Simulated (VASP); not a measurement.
## Ag: relaxation of cell and atoms with PBE

Ag:

```xyz
2
Lattice="2.8919 0.0000 0.0000 -1.4459 2.5044 0.0000 0.0000 0.0000 4.7234" Properties=species:S:1:pos:R:3 pbc="T T T"
Ag    0.0000    1.6696    3.5425
Ag    1.4459    0.8348    1.1808
```

| Quantity | Value |
| --- | --- |
| Program | VASP 6.6.1 |
| Task | relaxation of cell and atoms |
| Functional | PBE |
| Potentials or basis | VASP PAW PBE potentials, release 64 (Ag) |
| Cutoff | 600 eV |
| k mesh | 8 × 8 × 4 |
| Occupations | gaussian, width 0.05 eV |
| Spin | no spin polarisation |
| Dipole correction | no |
| Further INCAR settings | ALGO = Normal; EDIFF = 1e-06; IBRION = 2; EDIFFG = -0.03; NSW = 80; ISIF = 3 |

```yaml
Relaxed_volume: 17.91 Å³/atom
Relaxed_cell: a = 2.944 Å, b = 2.944 Å, c = 4.772 Å, α = 90.00°, β = 90.00°, γ = 120.00°
Space_group_after_relaxing_to_0.05_Å: P6_3/mmc (No. 194)
Energy_gained_by_relaxing: 12.1 meV/atom
Ionic_steps: 5
Pressure_after_relaxing: 0.1 GPa
Band_gap_on_the_k_mesh: zero (band 11 reaches 10.83 eV, above the bottom of band 12 at 4.40 eV)
```

Stress tensor (GPa, compression positive):
```
 0.21  0.00  0.00
 0.00  0.21  0.00
 0.00  0.00 -0.14
```

Step by step:
```csv
step,energy change (eV),largest force (eV/Å),pressure (GPa),volume (Å³)
1,0.0000,0.0000,4.83,34.21
2,-0.0172,0.0000,-2.21,36.83
3,-0.0240,0.0000,-0.05,35.87
4,-0.0240,0.0000,0.00,35.83
5,-0.0243,0.0000,0.09,35.82
```

Final structure:
```
Ag
1.0
     2.94422    0.00000    0.00000
    -1.47211    2.54977    0.00000
     0.00000    0.00000    4.77174
Ag
2
Cartesian
  0.0000 1.6998 3.5788
  1.4721 0.8499 1.1929
```

Levels at points of the mesh, in eV from the Fermi level:
| k point | band 7 | band 8 | band 9 | band 10 | band 11 | band 12 | band 13 | band 14 | band 15 |
| --- | --- | --- | --- | --- | --- | --- | --- | --- | --- |
| (0.00, 0.00, 0.00) | -4.14 | -3.85 | -3.85 | -2.90 | -2.90 | -0.03 | 3.61 | 15.63 | 17.70 |
| (0.50, 0.00, 0.00) | -3.53 | -2.79 | -2.71 | -2.66 | 0.28 | 1.58 | 6.90 | 7.15 | 9.19 |
| (0.00, 0.00, 0.50) | -4.17 | -4.17 | -3.19 | -3.19 | -3.19 | -3.19 | 11.12 | 11.12 | 15.97 |
| (0.50, 0.00, 0.50) | -2.93 | -2.93 | -2.71 | -2.71 | 0.99 | 0.99 | 4.48 | 4.48 | 13.35 |

Wall time 32 s on 1 thread of Intel(R) Xeon(R) Platinum 8124M CPU @ 3.00GHz (Skylake/Cascade Lake) (shared host), peak memory 0.17 GiB.
